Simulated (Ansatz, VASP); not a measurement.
**One calculation of P, two programs**

```
P
1.0
     3.15299    0.00000    0.00000
     0.00000   33.47976    0.00000
     0.00000    0.00000    4.43691
P
4
Direct
  0.00000 0.96969 0.58262
  0.00000 0.03031 0.41738
  0.50000 0.03031 0.08262
  0.50000 0.96969 0.91738
```

Change from the starting cell: strain -0.040 along x and y, +0.000 along z, atoms carried along.

Alike in both runs: task single point; functional PBEsol; k mesh 8 × 1 × 6; occupations gaussian, width 0.05 eV; no spin polarisation.

|  | VASP | Ansatz |
| --- | --- | --- |
| version | VASP 6.6.1 | Ansatz 0.2.0 |
| potentials or method | VASP PAW PBE potentials, release 64 (P), cutoff 520 eV | scalar-relativistic, plane waves, PAW |
| valence electrons in the cell | 20 | 20 |

VASP gave:

* gap on the k mesh at the Fermi level (eV): 0.86
* least direct gap on the mesh (eV): 0.90
* rms of the force components (eV/Å): 0.497

Q: Which values does Ansatz return?

A: gap on the k mesh at the Fermi level (eV): 0.84; least direct gap on the mesh (eV): 0.88; rms of the force components (eV/Å): 0.510.

VASP's potentials were made for PBE, not for PBEsol. Atom by atom the forces differ by 0.015 eV/Å (rms over components). With one functional, cell and mesh, what is left measures potentials, basis and numerics.
